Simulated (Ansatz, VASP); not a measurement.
**BePd: VASP beside Ansatz**

File INCAR:

```
SYSTEM = BePd
PREC     = Accurate       ! precision mode
ENCUT    = 520            ! plane-wave cutoff, eV
EDIFF    = 1E-6           ! SCF threshold, eV
ISMEAR   = -1             ! smearing method
SIGMA    = 0.08           ! smearing width, eV
LREAL    = .False.        ! projectors in reciprocal space
LASPH    = .True.         ! aspherical terms in the spheres
NELM     = 80             ! most SCF steps
ALGO     = Normal         ! electronic algorithm
ISIF     = 2              ! what is computed and relaxed
LWAVE    = .False.        ! write WAVECAR
LCHARG   = .False.        ! write CHGCAR
NBANDS   = 13             ! bands
```

File KPOINTS:

```
Automatic mesh
0
Gamma
  12 12 12
  0 0 0
```

POSCAR

```
BePd
1.0
    2.8692600000      0.0000000000      0.0000000000
    0.0000000000      2.8692600000      0.0000000000
    0.0000000000      0.0000000000      2.8130000000
Be Pd
1 1
Direct
    0.0000000000      0.0000000000      0.0000000000
    0.5000000000      0.5000000000      0.5000000000
```

Input for Ansatz:

```yaml
crystal:
  lattice:
    - [2.86926, 0.0, 0.0]
    - [0.0, 2.86926, 0.0]
    - [0.0, 0.0, 2.813]
  atoms:
    - { symbol: Be, position: [0.0, 0.0, 0.0] }
    - { symbol: Pd, position: [0.5, 0.5, 0.5] }
kpoints:
  mp_grid: { grid: [12, 12, 12] }
  band_path:
    path:
      - [0.0, 0.0, 0.0]
      - [0.0, 0.5, 0.0]
      - [0.5, 0.5, 0.0]
      - [0.0, 0.0, 0.0]
      - [0.0, 0.0, 0.5]
      - [0.0, 0.5, 0.5]
      - [0.5, 0.5, 0.5]
      - [0.0, 0.0, 0.5]
      - [0.0, 0.5, 0.0]
    npoints: 5
scf:
  occupations: { method: fermi_dirac, width: 0.08 }
hamiltonian:
  xc: lda
  pseudopotentials: { kind: all_electron, lapw: { basis_error: 0.001 } }
output:
  forces: true
  stress: true
  eigenvalues: true
```

Change from the starting cell: equal xx and yy strain of +2 %.

Alike in both runs: task single point; functional LDA; k mesh 12 × 12 × 12; occupations fermi-dirac, width 0.08 eV; no spin polarisation.

|  | VASP | Ansatz |
| --- | --- | --- |
| version | VASP 6.6.1 | Ansatz 0.2.0 |
| potentials or method | VASP PAW LDA potentials, release 64 (Be, Pd), cutoff 520 eV | all-electron LAPW, scalar-relativistic |

|  | VASP | Ansatz | Ansatz less VASP |
| --- | --- | --- | --- |
| pressure (GPa) | -13.5 | -14.0 | -0.53 |
| traceless stress, the component that is largest in VASP (GPa) | 0.68 | 0.66 | -0.017 |

LDA's correlation is that of Perdew and Zunger in VASP and of Perdew and Wang (1992) in Ansatz. Ansatz ran all-electron here, and VASP with PAW potentials.
